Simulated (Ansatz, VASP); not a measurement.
## Two plane-wave programs on BiTe

Contents of INCAR:

```
  PREC = Accurate
  ENCUT = 500
  EDIFF = 1E-6
  ISMEAR = 0
  SIGMA = 0.1
  LREAL = False
  LASPH = True
  NELM = 120
  ALGO = Normal
  ISIF = 2
  LWAVE = False
  LCHARG = True
  GGA = PE
  LELF = True
  LVHAR = True
  NBANDS = 18
  GGA_COMPAT = False
```

File KPOINTS:

```
Automatic mesh
0
Gamma
  4 4 4
```

The input POSCAR:

```
BiTe
1.0
    0.0000000000      3.2350000000      3.2350000000
    3.2350000000      0.0000000000      3.2350000000
    3.2350000000      3.2350000000      0.0000000000
Bi Te
1 1
Direct
    0.0000000000      0.0000000000      0.0000000000
    0.5000000000      0.5000000000      0.5000000000
```

Input for Ansatz:

```yaml
crystal:
  lattice:
    - [0.0, 3.235, 3.235]
    - [3.235, 0.0, 3.235]
    - [3.235, 3.235, 0.0]
  atoms:
    - { symbol: Bi, position: [0.0, 0.0, 0.0] }
    - { symbol: Te, position: [0.5, 0.5, 0.5] }
basis: {}
kpoints:
  mp_grid: { grid: [4, 4, 4] }
hamiltonian:
  xc: pbe
scf:
  occupations: { method: gaussian, width: 0.1 }
output:
  forces: true
  stress: true
  eigenvalues: true
```

Alike in both runs: task single point; functional PBE; k mesh 4 × 4 × 4; occupations gaussian, width 0.1 eV; no spin polarisation.

|  | VASP | Ansatz |
| --- | --- | --- |
| version | VASP 6.6.1 | Ansatz 0.2.0 |
| potentials or method | VASP PAW PBE potentials, release 64 (Bi_d, Te) | scalar-relativistic, plane waves, PAW |
| plane-wave cutoff (eV) | 500 | 420 |
| valence electrons in the cell | 21 | 31 |

```csv
,VASP,Ansatz,Ansatz less VASP
gap on the k mesh at the Fermi level (eV),none,none,-
pressure (GPa),0.6,0.7,+0.05
```

A gap of «none» marks a metal or a gap that the smearing closes. VASP's potentials hold 21 valence electrons a cell and Ansatz's 31, so a difference there can come from the potentials and not from the codes.

The k mesh is coarse, so the values compare programs but aren't converged. Spin-orbit coupling is off throughout.
